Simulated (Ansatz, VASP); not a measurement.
Two plane-wave programs on Si2Cl

```xyz
3
Lattice="3.4736 0.0000 0.0000 -1.7368 3.0082 0.0000 0.0000 0.0000 7.3479" Properties=species:S:1:pos:R:3 pbc="T T T"
Si    0.0000    2.0055   -0.5399
Si    1.7368    1.0027    5.4496
Cl    0.0000    2.0055    1.5198
```

Change from the starting cell: ordered vacancies on the anion sites of wurtzite (P3m1, No. 156).

Alike in both runs: functional PBE; k mesh 6 × 6 × 4; occupations gaussian, width 0.1 eV; no spin polarisation.

Ansatz relaxed the structure, and its values are those at the end. VASP's run is a single point on that final structure, the one shown.

|  | VASP | Ansatz |
| --- | --- | --- |
| version | VASP 6.6.1 | Ansatz 0.2.0 |
| potentials or method | VASP PAW PBE potentials, release 64 (Si, Cl), cutoff 500 eV | scalar-relativistic, plane waves, PAW |
| valence electrons in the cell | 15 | 15 |

```tsv
	VASP	Ansatz	Ansatz less VASP
gap on the k mesh at the Fermi level (eV)	none	none	-
pressure (GPa)	-0.1	0.0	+0.13
rms of the force components (eV/Å)	0.018	0.005	-0.0131
```

A gap of «none» marks a metal or a gap that the smearing closes.
